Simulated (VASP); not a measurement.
Here is a VASP 6.6.1 calculation.

The input INCAR:

```
  ALGO = Fast
  EDIFF = 1E-6
  ENCUT = 520
  GGA = CA
  ISIF = 2
  ISMEAR = 0
  LASPH = T
  LCHARG = F
  LREAL = F
  LWAVE = F
  NBANDS = 8
  NELM = 80
  PREC = Accurate
  SIGMA = 0.15
```

Contents of KPOINTS:

```
k-points
0
Gamma
  22 22 22
```

POSCAR

```
Al
1.0
   -1.4797582432      1.4797582432      1.8516214897
    1.4797582432     -1.4797582432      1.8516214897
    1.4797582432      1.4797582432     -1.8516214897
Al
1
Direct
    0.0000000000      0.0000000000      0.0000000000
```

Potentials or basis: VASP PAW LDA potentials, release 64 (Al).

Command:

```bash
$ cat potpaw_LDA.64/Al/POTCAR > POTCAR
$ mpirun -np 1 vasp_std > vasp.out
```

(1) Predict the band gap on the k mesh.

(2) Predict the pressure.

## Answers

(1) zero (an odd number of electrons rules out a gap without spin polarisation).

(2) -1.2 GPa.

Caveat: the stress differs along the axes, from -3 to 3 GPa.
